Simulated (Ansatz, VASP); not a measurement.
One calculation of CuO, two programs

The input INCAR:

```
  ALGO = Normal
  EDIFF = 1E-6
  ENCUT = 520
  GGA = PS
  ISIF = 2
  ISMEAR = 0
  ISPIN = 2
  LASPH = T
  LCHARG = F
  LMAXMIX = 4
  LORBIT = 11
  LREAL = F
  LWAVE = F
  MAGMOM = 1 1 0 0
  NBANDS = 29
  NELM = 150
  PREC = Accurate
  SIGMA = 0.05
```

Contents of KPOINTS:

```
k-points
0
Gamma
  7 7 4
```

POSCAR

```
CuO
1.0
    2.3446497600     -1.7133998200      0.0000000000
    2.3446497600      1.7133998200      0.0000000000
   -0.8605499100      0.0000000000      5.0594394800
Cu O
2 2
Direct
    0.0032000000      0.4968000000      0.0000000000
    0.4968000000      0.0032000000      0.5000000000
    0.5714000000      0.4056000000      0.2537000000
    0.4056000000      0.5714000000      0.7537000000
```

Input for Ansatz:

```yaml
crystal:
  lattice:
    - [2.34464976, -1.71339982, 0.0]
    - [2.34464976, 1.71339982, 0.0]
    - [-0.86054991, 0.0, 5.05943948]
  atoms:
    - { symbol: Cu, position: [0.0032, 0.4968, 0.0], spin: 1.0 }
    - { symbol: Cu, position: [0.4968, 0.0032, 0.5], spin: 1.0 }
    - { symbol: O, position: [0.5714, 0.4056, 0.2537] }
    - { symbol: O, position: [0.4056, 0.5714, 0.7537] }
basis:
  ecutwfc: 420
  ecutrho_ratio: 4
kpoints:
  mp_grid: { grid: [7, 7, 4] }
hamiltonian:
  xc: pbesol
scf:
  occupations: { method: gaussian, width: 0.05 }
  lower_state_search: "off"
  max_iter: 150
output:
  forces: true
  stress: true
  eigenvalues: true
  populations: true
  hubbard: { sites: [{ site: 0, l: d }, { site: 1, l: d }] }
magnetization:
  spin_polarized: true
```

Alike in both runs: task single point; functional PBEsol; k mesh 7 × 7 × 4; occupations gaussian, width 0.05 eV; collinear spin.

|  | VASP | Ansatz |
| --- | --- | --- |
| version | VASP 6.6.1 | Ansatz 0.2.0 |
| potentials or method | VASP PAW PBE potentials, release 64 (Cu, O), cutoff 520 eV | scalar-relativistic, plane waves, PAW |
| valence electrons in the cell | 34 | 50 |

Ansatz gave:

| Property | Result |
| --- | --- |
| gap on the k mesh at the Fermi level (eV) | none |
| pressure (GPa) | -2.7 |
| traceless stress, the component that is largest in VASP (GPa) | 2.28 |
| rms of the force components (eV/Å) | 0.424 |
| net moment per atom (μB) | 0.00 |

What did VASP give for the same quantities?

gap on the k mesh at the Fermi level (eV): none; pressure (GPa): -2.2; traceless stress, the component that is largest in VASP (GPa): 1.90; rms of the force components (eV/Å): 0.431; net moment per atom (μB): 0.00.

VASP's potentials were made for PBE, not for PBEsol. Atom by atom the forces differ by 0.021 eV/Å (rms over components). A gap of «none» marks a metal or a gap that the smearing closes. With one functional, cell and mesh, what is left measures potentials, basis and numerics. VASP's potentials hold 34 valence electrons a cell and Ansatz's 50, so a difference there can come from the potentials and not from the codes. Ansatz's warnings: seeded moment not kept.
